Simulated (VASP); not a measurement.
# LiH (Fm-3m) in VASP: vibrations by perturbation theory with PBE

Aim: the vibrations by perturbation theory of LiH with PBE.

Program: VASP 6.6.1. These are calculated values, not measurements. Logs are shortened: lines on timing, memory, paths and dates and some standing lists are left out, and cuts for length are marked.

**1. The cell of the first run**

Symmetry: Fm-3m, No. 225, cubic system. The conventional cell has a = 4.007 Å, b = 4.007 Å, c = 4.007 Å, α = 90.00°, β = 90.00°, γ = 90.00°. Within 2.7 Å of Li (site symmetry m-3m) lie 6 H at 2.00 Å. H (site symmetry m-3m) has 6 Li at 2.00 Å within 2.7 Å.

**2. Vibrations by perturbation theory, PBE**

INCAR reads:

```
PREC = Accurate
ENCUT = 520
EDIFF = 1E-8
ISMEAR = 0
SIGMA = 0.01
LREAL = F
LASPH = T
NELM = 80
ALGO = Normal
ISIF = 2
LWAVE = F
LCHARG = F
GGA = PE
NBANDS = 9
IBRION = 8
NSW = 1
LEPSILON = T
```

KPOINTS reads:

```
regular mesh
0
Gamma
  10 10 10
```

POSCAR reads:

```
LiH
1.0
    0.0000000000      2.0034891605      2.0034891605
    2.0034891605      0.0000000000      2.0034891605
    2.0034891605      2.0034891605      0.0000000000
Li H
1 1
Direct
    0.0000000000      0.0000000000      0.0000000000
    0.5000000000      0.5000000000      0.5000000000
```

Potentials or basis: VASP PAW PBE potentials, release 64 (Li_sv, H).

On the command line:

```bash
cat potpaw_PBE.64/Li_sv/POTCAR potpaw_PBE.64/H/POTCAR > POTCAR
mpirun -np 1 vasp_std > vasp.out
```

OUTCAR:

```text
PREC = Accurate
   ENCUT = 520
   EDIFF = 1E-8
   ISMEAR = 0
   LREAL = F
   LASPH = T
   NELM = 80
   ISIF = 2
   GGA = PE
   IBRION = 8
   NSW = 1
   LEPSILON = T

 ion  position               nearest neighbor table
   1  0.000  0.000  0.000-
   2  0.500  0.500  0.500-

  LATTYP: Found a face centered cubic cell.
 ALAT       =     4.0069783210

  Lattice vectors:

 A1 = (   0.0000000000,   2.0034891605,   2.0034891605)
 A2 = (   2.0034891605,   0.0000000000,   2.0034891605)
 A3 = (   2.0034891605,   2.0034891605,   0.0000000000)

Analysis of symmetry for initial positions (statically):
=====================================================================
 Subroutine PRICEL returns:
 Original cell was already a primitive cell.

 Routine SETGRP: Setting up the symmetry group for a
 face centered cubic supercell.

 Subroutine GETGRP returns: Found 48 space group operations
[... 9 lines left out ...]

 Routine SETGRP: Setting up the symmetry group for a
 face centered cubic supercell.

 Subroutine GETGRP returns: Found 48 space group operations
[... 11 lines left out ...]
                                     Primitive cell

  volume of cell :      16.0839

  direct lattice vectors                    reciprocal lattice vectors
     0.000000000  2.003489161  2.003489161    -0.249564615  0.249564615  0.249564615
     2.003489161  0.000000000  2.003489161     0.249564615 -0.249564615  0.249564615
     2.003489161  2.003489161  0.000000000     0.249564615  0.249564615 -0.249564615

  length of vectors
     2.833361543  2.833361543  2.833361543     0.432258592  0.432258592  0.432258592

  position of ions in fractional coordinates (direct lattice)
     0.000000000  0.000000000  0.000000000
     0.500000000  0.500000000  0.500000000

  ion indices of the primitive-cell ions
   primitive index   ion index
                 1           1
                 2           2

----------------------------------------------------------------------------------------

 KPOINTS: regular mesh

Automatic generation of k-mesh.
 Grid dimensions read from file:
 generate k-points for:   10   10   10

 Generating k-lattice:

  Cartesian coordinates                     Fractional coordinates (reciprocal lattice)
    -0.024956461  0.024956461  0.024956461     0.100000000  0.000000000  0.000000000
     0.024956461 -0.024956461  0.024956461     0.000000000  0.100000000  0.000000000
     0.024956461  0.024956461 -0.024956461     0.000000000  0.000000000  0.100000000

  Length of vectors
     0.043225859  0.043225859  0.043225859

  Shift w.r.t. Gamma in fractional coordinates (k-lattice)
     0.000000000  0.000000000  0.000000000

 Subroutine IBZKPT returns following result:
 ===========================================

 Found     47 irreducible k-points:

 Following reciprocal coordinates:
            Coordinates               Weight
  0.000000  0.000000  0.000000      1.000000
  0.100000  0.000000  0.000000      8.000000
[... 413 lines left out ...]
           4.459023     0.000000     0.000000
          -0.000000     4.459023    -0.000000
           0.000000     0.000000     4.459023
 ------------------------------------------------------

 Free energy of the ion-electron system (eV)
  ---------------------------------------------------
  ---------------------------------------------------
  free energy    TOTEN  =        -0.17170344 eV

  energy without entropy =       -0.17170344

------------------------ aborting loop because EDIFF is reached ----------------------------------------

--------------------------------------- Ionic step        2  -------------------------------------------

------------------------ aborting loop because EDIFF is reached ----------------------------------------

--------------------------------------- Ionic step        3  -------------------------------------------

------------------------ aborting loop because EDIFF is reached ----------------------------------------

 PIEZOELECTRIC TENSOR FIELD DIRECTION 3  (e Angst)
 -----------------------------------------------------------------------------
     0.00052  0.00000  0.00000           (  0.00001  0.00000  0.00000)
     0.00000  0.00052  0.00000           (  0.00000  0.00001  0.00000)
     0.00000 -0.00000 -0.00024           (  0.00000  0.00000  0.00000)

 PIEZOELECTRIC TENSOR FIELD DIRECTION 3  (C/m^2)
 -----------------------------------------------------------------------------
     0.00052  0.00000  0.00000
     0.00000  0.00052  0.00000
     0.00000 -0.00000 -0.00024

--------------------------------------- Ionic step        4  -------------------------------------------

------------------------ aborting loop because EDIFF is reached ----------------------------------------

[... ionic steps 5 to 6 ...]

--------------------------------------- Ionic step        7  -------------------------------------------

 Free energy of the ion-electron system (eV)
  ---------------------------------------------------
  ---------------------------------------------------
  free energy    TOTEN  =        -0.01846355 eV

  energy without entropy =       -0.01846355

------------------------ aborting loop because EDIFF is reached ----------------------------------------

 INTERNAL STRAIN TENSOR  FOR ION    2  DIRECTION 1   (eV/Angst):
 -----------------------------------------------------------------------------
     0.00110  0.00000  0.00000
    -0.00000 -0.00372  0.00000
     0.00000  0.00000 -0.00372

 MACROSCOPIC STATIC DIELECTRIC TENSOR (including local field effects in DFT)
 ------------------------------------------------------
           4.411201     0.000000    -0.000000
           0.000000     4.411201    -0.000000
           0.000000    -0.000000     4.411201
 ------------------------------------------------------

 PIEZOELECTRIC TENSOR (including local field effects)  for field in x, y, z        (e  Angst)
          XX          YY          ZZ          XY          YZ          ZX
  --------------------------------------------------------------------------------
  x     0.00000     0.00000     0.00000     0.00000     0.00000     0.00000
  y     0.00000     0.00000     0.00000     0.00000     0.00000     0.00000
  z     0.00000     0.00000     0.00000     0.00000     0.00000     0.00000

 PIEZOELECTRIC TENSOR (including local field effects)  for field in x, y, z        (C/m^2)
          XX          YY          ZZ          XY          YZ          ZX
  --------------------------------------------------------------------------------
  x     0.00000     0.00000     0.00000     0.00000     0.00000     0.00000
  y     0.00000     0.00000     0.00000     0.00000     0.00000     0.00000
  z     0.00000     0.00000     0.00000     0.00000     0.00000     0.00000

 BORN EFFECTIVE CHARGES (including local field effects) (in |e|, cummulative output)
 ---------------------------------------------------------------------------------
 ion    1
    1     1.02127    -0.00000     0.00000
    2    -0.00000     1.02127     0.00000
    3     0.00000     0.00000     1.02127
 ion    2
    1    -1.02127     0.00000    -0.00000
    2     0.00000    -1.02127     0.00000
    3    -0.00000    -0.00000    -1.02127

 INTERNAL STRAIN TENSOR FOR ION    2 for displacements in x,y,z  (eV/Angst):
          X           Y           Z          XY          YZ          ZX
  --------------------------------------------------------------------------------
  x     0.00000     0.00000     0.00000     0.00000     0.00000     0.00000
  y     0.00000     0.00000     0.00000     0.00000     0.00000     0.00000
  z     0.00000     0.00000     0.00000     0.00000     0.00000     0.00000

 SECOND DERIVATIVES (NOT SYMMETRIZED)
 ------------------------------------
               1X          1Y          1Z          2X          2Y          2Z
  1X    -1.090238    0.000000    0.000000    1.090238    0.000000    0.000000
  1Y     0.000000   -1.090238    0.000000    0.000000    1.090238    0.000000
  1Z     0.000000    0.000000   -1.090238    0.000000    0.000000    1.090238
  2X     1.101624    0.000000    0.000000   -1.101624    0.000000    0.000000
  2Y     0.000000    1.101624    0.000000    0.000000   -1.101624    0.000000
  2Z     0.000000    0.000000    1.101624    0.000000    0.000000   -1.101624

 Eigenvectors and eigenvalues of the dynamical matrix
 ----------------------------------------------------

   1 f  =   17.528509 THz   110.134873 2PiTHz  584.688140 cm-1    72.492058 meV
             X         Y         Z           dx          dy          dz
      0.000000  0.000000  0.000000     0.351732   -0.000000    0.000000
      2.003489  2.003489  2.003489    -0.936101   -0.000000    0.000000
[... 21 lines left out ...]
   6 f/i=    0.029983 THz     0.188387 2PiTHz    1.000118 cm-1     0.123999 meV
             X         Y         Z           dx          dy          dz
      0.000000  0.000000  0.000000     0.132368   -0.774290   -0.509155
      2.003489  2.003489  2.003489     0.049736   -0.290933   -0.191311

--------------------------------------------------------------------------------------------------------

 MACROSCOPIC STATIC DIELECTRIC TENSOR IONIC CONTRIBUTION
 ------------------------------------------------------
          10.707076    -0.000000     0.000000
          -0.000000    10.707076     0.000000
           0.000000     0.000000    10.707076
 ------------------------------------------------------

 ELASTIC MODULI CONTR FROM IONIC RELAXATION (kBar)
 Direction    XX          YY          ZZ          XY          YZ          ZX
 --------------------------------------------------------------------------------
 XX           0.0000      0.0000      0.0000      0.0000      0.0000      0.0000
 YY           0.0000      0.0000      0.0000      0.0000      0.0000      0.0000
 ZZ           0.0000      0.0000      0.0000      0.0000      0.0000      0.0000
 XY           0.0000      0.0000      0.0000      0.0000      0.0000      0.0000
 YZ           0.0000      0.0000      0.0000      0.0000      0.0000      0.0000
 ZX           0.0000      0.0000      0.0000      0.0000      0.0000      0.0000
 --------------------------------------------------------------------------------

 PIEZOELECTRIC TENSOR IONIC CONTR  for field in x, y, z        (C/m^2)
          XX          YY          ZZ          XY          YZ          ZX
  --------------------------------------------------------------------------------
  x     0.00000     0.00000     0.00000     0.00000     0.00000     0.00000
  y     0.00000     0.00000     0.00000     0.00000     0.00000     0.00000
  z     0.00000     0.00000     0.00000     0.00000     0.00000     0.00000
```

Run time: 98 s. Hardware: 1 thread of Intel Xeon 6975P-C, shared host; peak memory 0.17 GiB.

What came out:

- Electronic dielectric tensor (diagonal): 4.41
- Born charges (mean of the diagonal): Li +1.02; H -1.02 e
- Highest phonon frequency at Γ, LO-TO splitting left out: 585 cm⁻¹

Phonon frequencies in cm⁻¹ (negative: imaginary):
```csv
q point,frequencies
"(0.000, 0.000, 0.000)",-1 -1 -1 585 585 585
```

Electronic dielectric tensor:
```
4.41 0.00 0.00
0.00 4.41 0.00
0.00 0.00 4.41
```

Born effective charge tensors (e):
atom 1, Li
```
1.02 0.00 0.00
0.00 1.02 0.00
0.00 0.00 1.02
```
atom 2, H
```
-1.02  0.00  0.00
 0.00 -1.02  0.00
 0.00  0.00 -1.02
```
